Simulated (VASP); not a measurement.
Runs of VASP 6.6.1 on TeRu. The structure is that of space group Fm-3m (No. 225), or close to it. The cells are those of the table. 

```csv
level,cell,smearing,gap on the mesh (eV),pressure (GPa)
r2SCAN,"a = 3.833 Å, angles 60.0°, 2 atoms",gaussian 0.05 eV,none,0.0
r2SCAN,"a = 3.833 Å, angles 60.0°, 2 atoms",methfessel-paxton 0.1 eV,none,0.0
r2SCAN,"a = 3.781 Å, angles 60.0°, 2 atoms",gaussian 0.05 eV,none,(b)
r2SCAN,"a = 3.921 Å, angles 60.0°, 2 atoms",gaussian 0.05 eV,none,-7.4
r2SCAN,"a = 3.859 Å, angles 60.0°, 2 atoms",gaussian 0.05 eV,none,(a)
r2SCAN,"a = 3.808 Å, angles 60.0°, 2 atoms",gaussian 0.05 eV,none,2.8
r2SCAN,"a = 3.833 Å, angles 60.0°, 2 atoms",tetrahedron,none,0.2
PBEsol+D3(BJ),"a = 3.833 Å, angles 60.0°, 2 atoms",tetrahedron,none,-8.8
r2SCAN,"a = 3.884 Å, angles 60.0°, 2 atoms",gaussian 0.05 eV,none,-4.6
```

Alike in all rows: task single point; potentials or basis VASP PAW PBE potentials, release 64 (Ru_pv, Te); no spin polarisation; k mesh 12 × 12 × 12; cutoff (eV) 520.

Estimate the missing entries.

(a) -2.4; (b) 5.9.

Caveats: the PAW data sets were made with another functional, which shifts forces and pressure a little; spin-orbit coupling is left out, which moves the levels of the heavy elements; three body term missing (some runs); pairwise dispersion overbinds metals, which lowers pressure and volume (some runs); tetrahedron occupations give inexact forces and stress in metals (some runs).

A k mesh can miss the band edges, and the runs leave out spin-orbit coupling on Ru, Te.

A gap of «none» marks levels without a gap at the run's occupations.
